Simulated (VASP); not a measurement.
Write the native input for VASP 6.6.1 that does the following.

| Property | Result |
| --- | --- |
| Task | single point |
| Functional | PBE |
| Potentials or basis | VASP PAW PBE potentials, release 64 (Ru_pv, Pd) |
| Cutoff | 520 eV |
| k mesh | 10 × 10 × 10 |
| Occupations | gaussian, width 0.1 eV |
| Spin | no spin polarisation |
| Dipole correction | no |
| Further INCAR settings | ALGO = Fast; EDIFF = 1e-06; NBANDS = 43 |

The structure of Pd2Ru lies in POSCAR:

```
Pd2Ru
1.0
    0.0000000000      3.5999628724      3.5999628724
    3.5999628724      0.0000000000      3.5999628724
    3.5999628724      3.5999628724      0.0000000000
Ru Pd
2 4
Direct
    0.5000000000      0.5000000000      0.5000000000
    0.7500000000      0.7500000000      0.7500000000
    0.1250000000      0.1250000000      0.1250000000
    0.6250000000      0.1250000000      0.1250000000
    0.1250000000      0.1250000000      0.6250000000
    0.1250000000      0.6250000000      0.1250000000
```

The input as run:

INCAR

```
PREC = Accurate ; ENCUT = 520
EDIFF = 1E-6 ; ISMEAR = 0
SIGMA = 0.1 ; LREAL = False
LASPH = True ; NELM = 100
ALGO = Fast ; ISIF = 2
LWAVE = False ; LCHARG = False
GGA = PE ; NBANDS = 43
```

KPOINTS

```
regular mesh
0
Gamma
  10 10 10
```

Potentials or basis: VASP PAW PBE potentials, release 64 (Ru_pv, Pd).

Launch:

```console
$ cat potpaw_PBE.64/Ru_pv/POTCAR potpaw_PBE.64/Pd/POTCAR > POTCAR
$ mpirun -np 1 vasp_std > vasp.out
```

It gave:

```
Pressure               : -0.4 GPa
Band gap on the k mesh : zero (bands 34 and 35 overlap by 0.52 eV)
```

It took 93 s on 1 thread of Intel(R) Xeon(R) 6975P-C (Granite Rapids), on a shared host, peak memory 0.33 GiB.
